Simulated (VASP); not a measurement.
LiF, 2 atoms in the cell. The cell holds a wire or tube with vacuum around it, 2 atoms: a = 9.800 Å, b = 9.300 Å, c = 3.406 Å, α = 90.00°, β = 90.00°, γ = 90.00°. 

* Program: VASP 6.6.1
* Task: single point
* Functional: PBE
* Potentials or basis: VASP PAW PBE potentials, release 64 (Li_sv, F)
* Cutoff: 520 eV
* k mesh: 1 × 1 × 20
* Occupations: gaussian, width 0.05 eV
* Spin: collinear spin
* Starting moments: [0.5, 0.5] μB
* Dipole correction: no
* Further INCAR settings: ALGO = Normal; EDIFF = 1e-06; NBANDS = 16

Potentials or basis: VASP PAW PBE potentials, release 64 (Li_sv, F).

Run with:

```sh
$ cat potpaw_PBE.64/Li_sv/POTCAR potpaw_PBE.64/F/POTCAR > POTCAR
$ mpirun -np 1 vasp_std > vasp.out
```

Hardware: 1 thread of Oxide Virtual Turin-like Processor (shared host).

Task: How long does it take, and how much memory?

Result: It took 5.1 min on 1 thread of Oxide Virtual Turin-like Processor (shared host), peak memory 0.51 GiB. Counts: scf iterations 24, k points 11.
